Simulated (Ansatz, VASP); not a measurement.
# MnO: VASP beside Ansatz

```
Mn O
1.0
     0.00000    2.07896    2.07896
     2.07896    0.00000    2.07896
     2.07896    2.07896    0.00000
Mn O
1 1
Direct
  0.00000 0.00000 0.00000
  0.50000 0.50000 0.50000
```

Alike in both runs: task single point; functional PBEsol; k mesh 16 × 16 × 16; occupations gaussian, width 0.1 eV; collinear spin.

```csv
,VASP,Ansatz
version,VASP 6.6.1,Ansatz 0.2.0
potentials or method,"VASP PAW PBE potentials, release 64 (Mn_pv, O), cutoff 520 eV","scalar-relativistic, plane waves, PAW"
valence electrons in the cell,19,21
```

Ansatz gave:

* gap on the k mesh at the Fermi level (eV): none
* pressure (GPa): 18.8
* net moment per atom (μB): 2.01
* size of the moment on the site where the two differ most (μB): 3.39

What did VASP give for the same quantities?

gap on the k mesh at the Fermi level (eV): none; pressure (GPa): 19.7; net moment per atom (μB): 2.01; size of the moment on the site where the two differ most (μB): 3.72.

VASP's potentials were made for PBE, not for PBEsol. Site moments also hang on the region over which each program counts them. A gap of «none» marks a metal or a gap that the smearing closes. With one functional, cell and mesh, what is left measures potentials, basis and numerics. VASP's potentials hold 19 valence electrons a cell and Ansatz's 21, so a difference there can come from the potentials and not from the codes.
